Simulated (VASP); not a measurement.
# Si2W (I4/mmm) in VASP: a series of runs, part 2 of 2

VASP 6.6.1. Earlier steps stand in the parts before.

## (5) Single point, PBE

This run uses another cell than the first one, of the same volume but with other edges.

INCAR reads:

```
PREC = Accurate
ENCUT = 520
EDIFF = 1E-7
ISMEAR = 0
SIGMA = 0.15
LREAL = False
LASPH = True
NELM = 80
ALGO = Normal
ISIF = 2
LWAVE = False
LCHARG = False
GGA = PE
NBANDS = 18
```

KPOINTS reads:

```
regular mesh
0
Gamma
  18 18 18
```

POSCAR reads:

```
Si2W
1.0
   -1.6641748970      1.6641748970      3.7029555634
    1.6641748970     -1.6641748970      3.7029555634
    1.6641748970      1.6641748970     -3.7029555634
Si W
2 1
Direct
    0.3557618575      0.3557618575      0.0000000000
    0.6442381425      0.6442381425      0.0000000000
    0.0000000000      0.0000000000      0.0000000000
```

Potentials or basis: VASP PAW PBE potentials, release 64 (Si, W_sv).

Run with:

```console
$ cat potpaw_PBE.64/Si/POTCAR potpaw_PBE.64/W_sv/POTCAR > POTCAR
$ mpirun -np 1 vasp_std > vasp.out
```

OUTCAR:

```text
PREC = Accurate
   ENCUT = 520
   EDIFF = 1E-7
   ISMEAR = 0
   LREAL = False
   LASPH = True
   NELM = 80
   ISIF = 2
   GGA = PE

 ion  position               nearest neighbor table
   1  0.356  0.356  0.000-   2 2.14   3 2.58   3 2.58   3 2.58   3 2.58   3 2.63   2 2.83   2 2.83
                             2 2.83   2 2.83
   2  0.644  0.644  0.000-   1 2.14   3 2.58   3 2.58   3 2.58   3 2.58   3 2.63   1 2.83   1 2.83
                             1 2.83   1 2.83
   3  0.000  0.000  0.000-   2 2.58   2 2.58   2 2.58   1 2.58   2 2.58   1 2.58   1 2.58   1 2.58
                             1 2.63   2 2.63

  LATTYP: Found a body centered tetragonal cell.
 ALAT       =     3.3283497940
 C/A-ratio  =     2.2251000001

  Lattice vectors:

 A1 = (  -1.6641748970,   1.6641748970,   3.7029555634)
 A2 = (   1.6641748970,  -1.6641748970,   3.7029555634)
 A3 = (   1.6641748970,   1.6641748970,  -3.7029555634)

Analysis of symmetry for initial positions (statically):
=====================================================================
 Subroutine PRICEL returns:
 Original cell was already a primitive cell.

 Routine SETGRP: Setting up the symmetry group for a
 body centered tetragonal supercell.

 Subroutine GETGRP returns: Found 16 space group operations
 (whereof 16 operations were pure point group operations)
 out of a pool of 16 trial point group operations.

The static configuration has the point symmetry D_4h.

Analysis of symmetry for dynamics (positions and initial velocities):
=====================================================================
 Subroutine PRICEL returns:
 Original cell was already a primitive cell.

 Routine SETGRP: Setting up the symmetry group for a
 body centered tetragonal supercell.

 Subroutine GETGRP returns: Found 16 space group operations
 (whereof 16 operations were pure point group operations)
 out of a pool of 16 trial point group operations.

The dynamic configuration has the point symmetry D_4h.

 Subroutine INISYM returns: Found 16 space group operations
 (whereof 16 operations are pure point group operations),
 and found     1 'primitive' translations

----------------------------------------------------------------------------------------

                                     Primitive cell

  volume of cell :      41.0210

  direct lattice vectors                    reciprocal lattice vectors
    -1.664174897  1.664174897  3.702955563     0.000000000  0.300449190  0.135027275
     1.664174897 -1.664174897  3.702955563     0.300449190  0.000000000  0.135027275
     1.664174897  1.664174897 -3.702955563     0.300449190  0.300449190  0.000000000

  length of vectors
     4.387577473  4.387577473  4.387577473     0.329396540  0.329396540  0.424899319

  position of ions in fractional coordinates (direct lattice)
     0.355761857  0.355761857  0.000000000
     0.644238143  0.644238143  0.000000000
     0.000000000  0.000000000  0.000000000

  ion indices of the primitive-cell ions
   primitive index   ion index
                 1           1
                 2           2
                 3           3

----------------------------------------------------------------------------------------

 KPOINTS: regular mesh

Automatic generation of k-mesh.
 Grid dimensions read from file:
[... 23 lines left out ...]
  0.055556 -0.000000  0.000000      8.000000
  0.111111 -0.000000  0.000000      8.000000
  0.166667  0.000000  0.000000      8.000000
  0.222222 -0.000000  0.000000      8.000000
  0.277778  0.000000  0.000000      8.000000
[... 16 lines left out ...]
 -0.277778  0.055556  0.000000     16.000000
 -0.222222  0.055556 -0.000000     16.000000
 [... further k-points ...]
   k-points           NKPTS =    480   k-points in BZ     NKDIM =    480   number of bands    NBANDS=     18
   number of dos      NEDOS =    301   number of ions     NIONS =      3
   total plane-waves  NPLWV =  46656
   dimension x,y,z NGX =    36 NGY =   36 NGZ =   36
   dimension x,y,z NGXF=    72 NGYF=   72 NGZF=   72
   ions per type =               2   1
   NGX,Y,Z   is equivalent  to a cutoff of  13.64, 13.64, 13.64 a.u.
   NGXF,Y,Z  is equivalent  to a cutoff of  27.28, 27.28, 27.28 a.u.
 SYSTEM =  unknown system
   PREC   = accura    normal or accurate (medium, high low for compatibility)
   ISTART =      0    job   : 0-new  1-cont  2-samecut
   ICHARG =      2    charge: 1-file 2-atom 10-const
   ISPIN  =      1    spin polarized calculation?
   LNONCOLLINEAR =      F non collinear calculations
   LSORBIT =      F    spin-orbit coupling
   LASPH  =      T    aspherical Exc in radial PAW
   ENCUT  =  520.0 eV  38.22 Ry    6.18 a.u.   8.16  8.16  8.16*2*pi/ulx,y,z
   NELM   =     80;   NELMIN=  2; NELMDL= -5     # of ELM steps
   EDIFF  = 0.1E-06   stopping-criterion for ELM
   LREAL  =      F    real-space projection
   EDIFFG = 0.1E-05   stopping-criterion for IOM
   NSW    =      0    number of steps for IOM
   IBRION =     -1    ionic relax: 0-MD 1-quasi-New 2-CG
   NFREE  =      0    steps in history (QN), initial steepest desc. (CG)
   ISIF   =      2    stress and relaxation
   ISYM   =      2    0-nonsym 1-usesym 2-fastsym
   POTIM  = 0.5000    time-step for ionic-motion
   TEBEG  =    0.0;   TEEND  =   0.0 temperature during run
   PSTRESS=    0.0 pullay stress
   NELECT =      22.0000    total number of electrons
   NUPDOWN=      -1.0000    fix difference up-down
   EMIN   =  10.00;   EMAX   =-10.00  energy-range for DOS
   EFERMI =   0.00;   METHOD = LEGACY
   ISMEAR =     0;   SIGMA  =   0.15  broadening in eV -4-tet -1-fermi 0-gaus
   EFERMI_NEDOS =   21; number of points for ismear=-14 and -15
   IALGO  =     38    algorithm
   IMIX   =      4    mixing-type and parameters
     AMIX     =   0.40;   BMIX     =  1.00
     AMIX_MAG =   1.60;   BMIX_MAG =  1.00
  volume/ion in A,a.u.               =      13.67        92.27
  Fermi-wavevector in a.u.,A,eV,Ry     =   1.330088  2.513501 24.070517  1.769133
  Thomas-Fermi vector in A             =   2.459201
   LORBIT       =      0    0 simple, 1 ext, 2 COOP (PROOUT), +10 PAW based schemes
   GGA     = PE    functional components
   LHFCALC =     F    Hartree Fock is set to
   AEXX    =    0.0000 exact exchange contribution
   IVDW    =     0    specifies the selected vdW correction
   LEPSILON=     F    determine dielectric tensor
   LRPA    =     F    only Hartree local field effects (RPA)
 non-spin polarized calculation
 Gauss-broadening in eV      SIGMA  =   0.15
  energy-cutoff  :      520.00
  volume of cell :       41.02
 maximum number of plane-waves:      1138
 NGX is ok and might be reduce to    36

 number of electron      22.0000000 magnetization

 Free energy of the ion-electron system (eV)
  ---------------------------------------------------
  ext. energy  EPLUGINS =         0.00000000
  ---------------------------------------------------
  free energy    TOTEN  =       -23.71005695 eV

  energy without entropy =      -23.70369883  energy(sigma->0) =      -23.70687789

 E-fermi :  11.4449     XC(G=0): -12.4144

 val. band max:       11.4409758820   @ k =  -0.3333   0.3333   0.3333
 cond. band min:      11.4452768231   @ k =  -0.3333   0.3889   0.3333
 fundamental gap:      0.0043009411
 Fermi energy:        11.4449426986

 k-point     1 :       0.0000    0.0000    0.0000
  band No.  band energies     occupation
      1     -62.2835      2.00000
      2     -26.6733      2.00000
      3     -26.6733      2.00000
      4     -26.3233      2.00000
      5      -2.3796      2.00000
      6       4.8356      2.00000
[... 481 lines left out ...]
      5      -1.5106      2.00000
      6       4.9098      2.00000
[... 10 lines left out ...]
     17      17.8905      0.00000
     18      20.1611      0.00000

 [... further k-points ...]

------------------------ aborting loop because EDIFF is reached ----------------------------------------

  FORCE on cell =-STRESS in cart. coord.  units (eV):
  Direction    XX          YY          ZZ          XY          YZ          ZX
  --------------------------------------------------------------------------------------
  -------------------------------------------------------------------------------------
  Total       -1.1745365     -1.1745365     11.8750472      0.0000000      0.0000000      0.0000000
  in kB      -45.8744291    -45.8744291    463.8093513      0.0000000      0.0000000      0.0000000
  external PRESSURE =     124.0201644 kB  Pullay stress =       0.0000000 kB

 VOLUME and BASIS-vectors are now :
 -----------------------------------------------------------------------------
  energy-cutoff  :      520.00
  volume of cell :       41.02
      direct lattice vectors                 reciprocal lattice vectors
    -1.664174897  1.664174897  3.702955563     0.000000000  0.300449190  0.135027275
     1.664174897 -1.664174897  3.702955563     0.300449190  0.000000000  0.135027275
     1.664174897  1.664174897 -3.702955563     0.300449190  0.300449190  0.000000000

 POSITION                                       TOTAL-FORCE (eV/Angst)
 -----------------------------------------------------------------------------------
      0.00000      0.00000      2.63474        -0.000000     -0.000000     -5.660625
      0.00000      0.00000      4.77117         0.000000      0.000000      5.660625
      0.00000      0.00000      0.00000         0.000000      0.000000     -0.000000
 -----------------------------------------------------------------------------------
    total drift:                               -0.000000     -0.000000      0.000000

  FREE ENERGIE OF THE ION-ELECTRON SYSTEM (eV)
  ---------------------------------------------------
  free  energy   TOTEN  =       -23.7100569530 eV

  energy  without entropy=      -23.7036988347  energy(sigma->0) =      -23.70687789
```

stdout:

```text
POSCAR found type information on POSCAR SiW
 POSCAR found :  2 types and       3 ions
 scaLAPACK will be used
 LDA part: xc-table for (Slater+PW92), standard interpolation
 POSCAR, INCAR and KPOINTS ok, starting setup
 FFT: planning ... GRIDC
 FFT: planning ... GRID_SOFT
 FFT: planning ... GRID
 WAVECAR not read
 entering main loop
```

Wall time 4.7 min (1 thread of Intel Xeon 6975P-C (Granite Rapids), shared host); peak memory 0.46 GiB.

What came out:

```
Free energy            : -23.7101 eV
Pressure               : 12.4 GPa
Largest force          : 5.661 eV/Å
Band gap on the k mesh : zero (bands 11 and 12 overlap by 0.18 eV)
```

Forces on the atoms (eV/Å):
```
Si   0.000  0.000 -5.661
Si   0.000  0.000  5.661
W    0.000  0.000  0.000
```

Levels at points of the mesh, in eV from the Fermi level:
```csv
k point,band 8,band 9,band 10,band 11,band 12,band 13,band 14,band 15
"(0.00, 0.00, 0.00)",-2.47,-2.47,-2.36,-0.26,1.27,1.27,3.40,3.97
"(0.50, 0.00, 0.00)",-4.39,-3.81,-1.82,-0.31,1.98,3.35,4.13,4.74
"(0.50, 0.50, 0.00)",-4.58,-4.26,-2.69,-2.42,2.23,2.40,4.35,4.81
"(0.50, 0.50, 0.50)",-1.61,-1.07,-1.07,-0.16,-0.16,-0.05,4.96,5.27
```

Caveat: the stress differs along the axes, from -5 to 46 GPa; spin-orbit coupling is left out, which moves the levels of the heavy elements; forces of over 1 eV/Å act on the atoms, so gaps and moduli don't describe the material at rest.

## (6) Overview

| cell | gap on the mesh (eV) | pressure (GPa) | largest force (eV/Å) |
| --- | --- | --- | --- |
| a = 4.714 Å, angles 141.1, 141.1, 56.2°, 3 atoms, atomic positions A | none | 0.0 | 2.37 |
| a = 4.388 Å, angles 135.4, 135.4, 64.9°, 3 atoms, atomic positions B | none | 4.1 | 0.08 |
| a = 4.548 Å, angles 138.4, 138.4, 60.3°, 3 atoms, atomic positions C | none | 9.4 | 4.23 |
| a = 4.388 Å, angles 135.4, 135.4, 64.9°, 3 atoms, atomic positions C | none | 12.4 | 5.66 |

Alike in all rows: task single point; level PBE; potentials or basis VASP PAW PBE potentials, release 64 (Si, W_sv); no spin polarisation; k mesh 18 × 18 × 18; cutoff (eV) 520; smearing gaussian 0.15 eV.

Caveats: spin-orbit coupling is left out, which moves the levels of the heavy elements; forces of over 1 eV/Å act on the atoms, so gaps and moduli don't describe the material at rest (at least some runs); the stress differs along the axes, from -18 to 9 GPa (at least some runs); the stress differs along the axes, from -10 to 32 GPa (at least some runs); the stress differs along the axes, from 6 to 16 GPa (at least some runs); the stress differs along the axes, from -5 to 46 GPa (at least some runs).

Absolute energies hang on the potentials; compare differences alone.

The gap in the log of VASP goes by the Fermi energy; the results here count the filled bands.